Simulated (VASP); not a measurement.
Set up this calculation in VASP 6.6.1, as the native input.

| Property | Result |
| --- | --- |
| Task | single point |
| Functional | PBE |
| Potentials or basis | VASP PAW PBE potentials, release 64 (In_d, P) |
| Cutoff | 520 eV |
| k mesh | 8 × 8 × 8 |
| Occupations | fermi-dirac, width 0.02 eV |
| Spin | no spin polarisation |
| Dipole correction | no |
| Further INCAR settings | ALGO = Normal; EDIFF = 1e-07; NBANDS = 16 |

The structure of InP lies in POSCAR:

```
InP
1.0
    0.0000000000      2.9537876370      2.9537876370
    2.9537876370      0.0000000000      2.9537876370
    2.9537876370      2.9537876370      0.0000000000
In P
1 1
Direct
    0.0000000000      0.0000000000      0.0000000000
    0.2500000000      0.2500000000      0.2500000000
```

One way to write it, as run:

INCAR

```
PREC = Accurate
ENCUT = 520
EDIFF = 1E-7
ISMEAR = -1
SIGMA = 0.02
LREAL = False
LASPH = True
NELM = 80
ALGO = Normal
ISIF = 2
LWAVE = False
LCHARG = False
GGA = PE
NBANDS = 16
```

KPOINTS

```
Automatic mesh
0
Gamma
  8 8 8
```

Potentials or basis: VASP PAW PBE potentials, release 64 (In_d, P).

Run with:

```console
$ cat potpaw_PBE.64/In_d/POTCAR potpaw_PBE.64/P/POTCAR > POTCAR
$ mpirun -np 1 vasp_std > vasp.out
```

It gave:

| Quantity | Value |
| --- | --- |
| Pressure | 1.6 GPa |
| Band gap on the k mesh | 0.58 eV, direct |

Caveat: spin-orbit coupling is left out, which moves the levels of the heavy elements.

It took 38 s on 1 thread of Intel Xeon 6975P-C, with other jobs on the host, peak memory 0.18 GiB.
